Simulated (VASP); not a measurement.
# NaBe16 (a cell with a defect) in VASP: single point with PBE+D3(BJ)

Aim: the single point of NaBe16 (a cell with a defect) with PBE+D3(BJ).

Program: VASP 6.6.1. These are calculated values, not measurements. Logs are shortened: lines on timing, memory, paths and dates and some standing lists are left out, and cuts for length are marked.

## 1. The cell of the first run

The cell holds a defect, 17 atoms: a = 4.580 Å, b = 3.966 Å, c = 7.177 Å, α = 90.00°, β = 90.00°, γ = 90.00°.

## 2. Single point, PBE+D3(BJ)

INCAR reads:

```
PREC = Accurate
ENCUT = 520
EDIFF = 1E-6
ISMEAR = 0
SIGMA = 0.15
LREAL = Auto
LASPH = True
NELM = 100
ALGO = Normal
ISIF = 2
LWAVE = False
LCHARG = False
GGA = PE
IVDW = 12
NBANDS = 34
```

KPOINTS reads:

```
Automatic mesh
0
Gamma
  5 6 4
```

POSCAR reads:

```
NaBe16
1.0
   -2.2900000000     -3.9663960000      0.0000000000
    3.4350000000     -1.9831980000      0.0000000000
    0.0000000000      0.0000000000      7.1768600000
Be Na
16 1
Direct
    0.7544294076      0.4766988735      0.0340421179
    0.4628636929      0.3962504170      0.2962888291
    0.6985543209      0.2957515637      0.5562942780
    0.5099507920      0.3909747054      0.7934241262
    0.5101179184     -0.0588163580     -0.0432974908
    0.2936299179      0.8326816075      0.2027578638
    0.4628016526     -0.0636623395      0.4539038576
    0.2615289441      0.8639245188      0.7378858083
    0.2615164833      0.4683701981      0.0123631713
    0.0668006243      0.2533450376      0.2322214543
    0.2934444714      0.4998637848      0.5473491651
    0.0051771186      0.3593138913      0.7672353750
    0.0052418617     -0.0268250698     -0.0170019162
    0.6984965200      1.0369283489      0.1937851891
    0.0667542627      0.0790583418      0.5181920915
    0.7542938086      0.8556410774      0.7160735638
   -0.1089541970      0.6663788014      0.3749849158
```

Potentials or basis: VASP PAW PBE potentials, release 64 (Be, Na_pv).

The run is started by

```bash
$ cat potpaw_PBE.64/Be/POTCAR potpaw_PBE.64/Na_pv/POTCAR > POTCAR
$ mpirun -np 1 vasp_std > vasp.out
```

OUTCAR:

```text
PREC = Accurate
   ENCUT = 520
   EDIFF = 1E-6
   ISMEAR = 0
   LREAL = Auto
   LASPH = True
   NELM = 100
   ISIF = 2
   GGA = PE
   IVDW = 12
 IVDW          = 12

 ion  position               nearest neighbor table
   1  0.754  0.477  0.034-   4 2.09  14 2.10  10 2.20   5 2.23   9 2.26  12 2.28  13 2.31   9 2.33
                             2 2.33  13 2.33
   2  0.463  0.396  0.296-  14 1.93  10 1.96  11 2.00   6 2.01   7 2.15   3 2.19   9 2.25  17 2.30
                             1 2.33
   3  0.699  0.296  0.556-  15 1.91   7 1.93   4 1.95  11 2.03  12 2.08  16 2.10  17 2.15   2 2.19

   4  0.510  0.391  0.793-   3 1.95   9 1.96  11 2.07   1 2.09   5 2.13  16 2.23   8 2.23  12 2.28
                            12 2.32
   5  0.510  0.941  0.957-  14 1.95   8 1.96   6 2.07  16 2.09   4 2.13   1 2.23   9 2.23  13 2.28
                            13 2.32
   6  0.294  0.833  0.203-  10 1.98   9 1.99   7 2.00   2 2.01  14 2.02   5 2.07  13 2.13  17 2.32

   7  0.463  0.936  0.454-   3 1.93  15 1.96   6 2.00  11 2.01   2 2.15  14 2.19   8 2.26  17 2.31
                            16 2.33
   8  0.262  0.864  0.738-   5 1.96  11 1.99  15 2.00  13 2.16   4 2.23   7 2.26  16 2.26  12 2.30
                            16 2.33  12 2.33
   9  0.262  0.468  0.012-   4 1.96   6 1.99  10 2.00  12 2.16   5 2.23   2 2.25   1 2.26  13 2.30
                             1 2.33  13 2.33
  10  0.067  0.253  0.232-  14 1.91   2 1.96   6 1.98   9 2.00  17 2.09  13 2.12  15 2.17   1 2.20

  11  0.293  0.500  0.547-  15 1.98   8 1.99   2 2.00   7 2.01   3 2.03   4 2.07  12 2.13  17 2.32

  12  0.005  0.359  0.767-   3 2.08  15 2.12  11 2.13   9 2.16  13 2.18   4 2.28   1 2.28   8 2.30
                            16 2.31   4 2.32   8 2.33  16 2.33
  13  0.005  0.973  0.983-  14 2.08  10 2.12   6 2.13   8 2.16  12 2.18   5 2.28  16 2.28   9 2.30
                             1 2.31   5 2.32   9 2.33   1 2.33
  14  0.698  0.037  0.194-  10 1.91   2 1.93   5 1.95   6 2.02  13 2.08   1 2.10  17 2.15   7 2.19

  15  0.067  0.079  0.518-   3 1.91   7 1.96  11 1.98   8 2.00  17 2.09  12 2.12  10 2.17  16 2.20

  16  0.754  0.856  0.716-   5 2.09   3 2.10  15 2.20   4 2.23   8 2.26  13 2.28  12 2.31   8 2.33
                             7 2.33  12 2.33
  17  0.891  0.666  0.375-  10 2.09  15 2.09  14 2.15   3 2.15   2 2.30   7 2.31   6 2.32  11 2.32

  LATTYP: Found a simple orthorhombic cell.
 ALAT       =     3.9663962620
 B/A-ratio  =     1.1547004875
 C/A-ratio  =     1.8094157835

  Lattice vectors:

 A1 = (  -3.4350000000,   1.9831980000,   0.0000000000)
 A2 = (  -2.2900000000,  -3.9663960000,   0.0000000000)
 A3 = (   0.0000000000,   0.0000000000,   7.1768600000)

Analysis of symmetry for initial positions (statically):
=====================================================================
 Subroutine PRICEL returns:
 Original cell was already a primitive cell.

 Routine SETGRP: Setting up the symmetry group for a
 simple orthorhombic supercell.

 Subroutine GETGRP returns: Found  1 space group operations
 (whereof  1 operations were pure point group operations)
 out of a pool of  8 trial point group operations.

The static configuration has the point symmetry C_1 .

Analysis of symmetry for dynamics (positions and initial velocities):
=====================================================================
 Subroutine PRICEL returns:
 Original cell was already a primitive cell.

 Routine SETGRP: Setting up the symmetry group for a
 simple orthorhombic supercell.

 Subroutine GETGRP returns: Found  1 space group operations
 (whereof  1 operations were pure point group operations)
 out of a pool of  8 trial point group operations.

The dynamic configuration has the point symmetry C_1 .

 Subroutine INISYM returns: Found  1 space group operations
 (whereof  1 operations are pure point group operations),
 and found     1 'primitive' translations

----------------------------------------------------------------------------------------

                                     Primitive cell

  volume of cell :     130.3755

  direct lattice vectors                    reciprocal lattice vectors
    -2.290000000 -3.966396000  0.000000000    -0.109170306 -0.189088533  0.000000000
     3.435000000 -1.983198000  0.000000000     0.218340611 -0.126059022  0.000000000
     0.000000000  0.000000000  7.176860000     0.000000000  0.000000000  0.139336702

  length of vectors
     4.579999697  3.966396262  7.176860000     0.218340626  0.252118027  0.139336702

  position of ions in fractional coordinates (direct lattice)
     0.754429408  0.476698873  0.034042118
     0.462863693  0.396250417  0.296288829
     0.698554321  0.295751564  0.556294278
     0.509950792  0.390974705  0.793424126
     0.510117918  0.941183642  0.956702509
     0.293629918  0.832681607  0.202757864
[... 9 lines left out ...]
     0.754293809  0.855641077  0.716073564
     0.891045803  0.666378801  0.374984916

  ion indices of the primitive-cell ions
   primitive index   ion index
                 1           1
                 2           2
                 3           3
                 4           4
                 5           5
                 6           6
[... 9 lines left out ...]
                16          16
                17          17

----------------------------------------------------------------------------------------

 KPOINTS: Automatic mesh

Automatic generation of k-mesh.
 Grid dimensions read from file:
 generate k-points for:    5    6    4

 Generating k-lattice:

  Cartesian coordinates                     Fractional coordinates (reciprocal lattice)
    -0.021834061 -0.037817707  0.000000000     0.200000000  0.000000000  0.000000000
     0.036390102 -0.021009837  0.000000000    -0.000000000  0.166666667  0.000000000
     0.000000000  0.000000000  0.034834175     0.000000000  0.000000000  0.250000000

  Length of vectors
     0.043668125  0.042019671  0.034834175

  Shift w.r.t. Gamma in fractional coordinates (k-lattice)
     0.000000000  0.000000000  0.000000000

 Subroutine IBZKPT returns following result:
 ===========================================

 Found     62 irreducible k-points:

 Following reciprocal coordinates:
            Coordinates               Weight
  0.000000  0.000000  0.000000      1.000000
  0.200000  0.000000  0.000000      2.000000
  0.400000  0.000000  0.000000      2.000000
  0.000000  0.166667  0.000000      2.000000
  0.200000  0.166667  0.000000      2.000000
 -0.200000  0.166667  0.000000      2.000000
[... 16 lines left out ...]
  0.000000  0.166667 -0.250000      2.000000
  0.200000  0.166667  0.250000      2.000000
 [... further k-points ...]
   k-points           NKPTS =     62   k-points in BZ     NKDIM =     62   number of bands    NBANDS=     34
   number of dos      NEDOS =    301   number of ions     NIONS =     17
   total plane-waves  NPLWV =  58320
   dimension x,y,z NGX =    36 NGY =   30 NGZ =   54
   dimension x,y,z NGXF=    72 NGYF=   60 NGZF=  108
   ions per type =              16   1
   NGX,Y,Z   is equivalent  to a cutoff of  13.07, 12.57, 12.51 a.u.
   NGXF,Y,Z  is equivalent  to a cutoff of  26.13, 25.15, 25.02 a.u.
 SYSTEM =  unknown system
   PREC   = accura    normal or accurate (medium, high low for compatibility)
   ISTART =      0    job   : 0-new  1-cont  2-samecut
   ICHARG =      2    charge: 1-file 2-atom 10-const
   ISPIN  =      1    spin polarized calculation?
   LNONCOLLINEAR =      F non collinear calculations
   LSORBIT =      F    spin-orbit coupling
   LASPH  =      T    aspherical Exc in radial PAW
   ENCUT  =  520.0 eV  38.22 Ry    6.18 a.u.   8.52  7.37 13.34*2*pi/ulx,y,z
   NELM   =    100;   NELMIN=  2; NELMDL= -5     # of ELM steps
   EDIFF  = 0.1E-05   stopping-criterion for ELM
   LREAL  =      T    real-space projection
   EDIFFG = 0.1E-04   stopping-criterion for IOM
   NSW    =      0    number of steps for IOM
[... 5 lines left out ...]
   TEBEG  =    0.0;   TEEND  =   0.0 temperature during run
   PSTRESS=    0.0 pullay stress
   NELECT =      39.0000    total number of electrons
   NUPDOWN=      -1.0000    fix difference up-down
   EMIN   =  10.00;   EMAX   =-10.00  energy-range for DOS
   EFERMI =   0.00;   METHOD = LEGACY
   ISMEAR =     0;   SIGMA  =   0.15  broadening in eV -4-tet -1-fermi 0-gaus
   EFERMI_NEDOS =   21; number of points for ismear=-14 and -15
   IALGO  =     38    algorithm
   IMIX   =      4    mixing-type and parameters
     AMIX     =   0.40;   BMIX     =  1.00
     AMIX_MAG =   1.60;   BMIX_MAG =  1.00
  volume/ion in A,a.u.               =       7.67        51.75
  Fermi-wavevector in a.u.,A,eV,Ry     =   1.094875  2.069013 16.309988  1.198750
  Thomas-Fermi vector in A             =   2.231188
   LORBIT       =      0    0 simple, 1 ext, 2 COOP (PROOUT), +10 PAW based schemes
   GGA     = PE    functional components
   LHFCALC =     F    Hartree Fock is set to
   AEXX    =    0.0000 exact exchange contribution
   IVDW    =    12    specifies the selected vdW correction
   LEPSILON=     F    determine dielectric tensor
   LRPA    =     F    only Hartree local field effects (RPA)
 non-spin polarized calculation
 Gauss-broadening in eV      SIGMA  =   0.15
  energy-cutoff  :      520.00
  volume of cell :      130.38
 maximum number of plane-waves:      3532
 NGX is ok and might be reduce to    36
   NGX = 17   NGY = 15   NGZ = 27

 number of electron      39.0000005 magnetization

 Free energy of the ion-electron system (eV)
  ---------------------------------------------------
  ext. energy  EPLUGINS =         0.00000000
  ---------------------------------------------------
  free energy    TOTEN  =       -52.43022552 eV

  energy without entropy =      -52.40752308  energy(sigma->0) =      -52.41887430

 E-fermi :   7.3112     XC(G=0): -10.7848

 val. band max:        7.2910355063   @ k =   0.2000   0.0000   0.5000
 cond. band min:       7.3115896247   @ k =   0.4000   0.0000   0.2500
 fundamental gap:      0.0205541184
 Fermi energy:         7.3112074732

 k-point     1 :       0.0000    0.0000    0.0000
  band No.  band energies     occupation
      1     -17.6948      2.00000
      2     -17.6339      2.00000
      3     -17.6265      2.00000
      4      -3.9257      2.00000
      5      -1.8815      2.00000
      6      -1.7070      2.00000
[... 805 lines left out ...]
     30      12.2793      0.00000
     31      12.4887      0.00000

 [... further k-points ...]

 [bands above 31 left out]

------------------------ aborting loop because EDIFF is reached ----------------------------------------

 Edisp (eV)   -6.53322

 E8    (eV) :    -2.3411

  FORCE on cell =-STRESS in cart. coord.  units (eV):
  Direction    XX          YY          ZZ          XY          YZ          ZX
  --------------------------------------------------------------------------------------
  -------------------------------------------------------------------------------------
  Total      10.91354    12.23542    17.84862     1.14952    -1.77978     3.09396
  in kB     134.11587   150.36034   219.34066    14.12633   -21.87164    38.02152
  external pressure =      167.94 kB  Pullay stress =        0.00 kB

 VOLUME and BASIS-vectors are now :
 -----------------------------------------------------------------------------
  energy-cutoff  :      520.00
  volume of cell :      130.38
      direct lattice vectors                 reciprocal lattice vectors
    -2.290000000 -3.966396000  0.000000000    -0.109170306 -0.189088533  0.000000000
     3.435000000 -1.983198000  0.000000000     0.218340611 -0.126059022  0.000000000
     0.000000000  0.000000000  7.176860000     0.000000000  0.000000000  0.139336702

 POSITION                                       TOTAL-FORCE (eV/Angst)
 -----------------------------------------------------------------------------------
     -0.09018     -3.93775      0.24432         0.007308     -0.002138     -0.000743
      0.30116     -2.62174      2.12642        -0.006586     -0.005778     -0.009838
     -0.58378     -3.35728      3.99245        -0.000472     -0.000674      0.004906
      0.17521     -2.79805      5.69429        -0.002299      0.002915      0.006783
      2.06480     -3.88988      6.86612         0.004110      0.000631     -0.006655
      2.18785     -2.81603      1.45516         0.003137     -0.000520      0.012250
[... 9 lines left out ...]
      1.21179     -4.68873      5.13916        -0.005315      0.003205     -0.000552
      0.24852     -4.85580      2.69121         0.003558      0.005674      0.000829
 -----------------------------------------------------------------------------------
    total drift:                                0.001702      0.000961     -0.000361

  FREE ENERGIE OF THE ION-ELECTRON SYSTEM (eV)
  ---------------------------------------------------
  free  energy   TOTEN  =       -58.9634430883 eV

  energy  without entropy=      -58.9407406436  energy(sigma->0) =      -58.95209187
```

It took 3.2 min on 1 thread of Intel Xeon 6975P-C (Granite Rapids), shared host; peak memory 0.33 GiB.

Results:

| Quantity | Value |
| --- | --- |
| Free energy | -58.9634 eV |
| Pressure | 16.8 GPa |
| Largest force | 0.014 eV/Å |
| Band gap on the k mesh | zero (an odd number of electrons rules out a gap without spin polarisation) |
| Dispersion energy per atom | -0.384 eV |

Forces in eV/Å, atoms in the order of the input:
```
Be   0.007 -0.002 -0.001
Be  -0.007 -0.006 -0.010
Be   0.000 -0.001  0.005
Be  -0.002  0.003  0.007
Be   0.004  0.001 -0.007
Be   0.003 -0.001  0.012
Be  -0.002 -0.009  0.008
Be   0.008 -0.006  0.010
Be  -0.010  0.003 -0.008
Be   0.004  0.005  0.003
Be  -0.004  0.000 -0.011
Be   0.001 -0.003  0.004
Be  -0.004  0.000 -0.004
Be   0.002  0.000 -0.003
Be   0.001  0.007 -0.004
Be  -0.005  0.003 -0.001
Na   0.004  0.006  0.001
```

Stress tensor (GPa, compression positive):
```
13.41  1.41  3.80
 1.41 15.04 -2.19
 3.80 -2.19 21.93
```

Levels at points of the mesh, in eV from the Fermi level:
| k point | band 17 | band 18 | band 19 | band 20 | band 21 | band 22 |
| --- | --- | --- | --- | --- | --- | --- |
| (0.00, 0.00, 0.00) | -2.72 | -1.30 | -1.29 | -0.20 | 0.41 | 1.01 |
| (0.00, 0.50, 0.00) | -2.85 | -2.61 | -2.10 | 0.22 | 0.34 | 0.74 |
| (0.00, 0.00, 0.50) | -1.91 | -1.42 | -1.25 | 0.04 | 0.30 | 0.86 |
| (0.00, 0.50, 0.50) | -3.73 | -3.59 | -2.22 | 0.69 | 0.79 | 1.20 |

The gap in the log of VASP goes by the Fermi energy; the results here count the filled bands.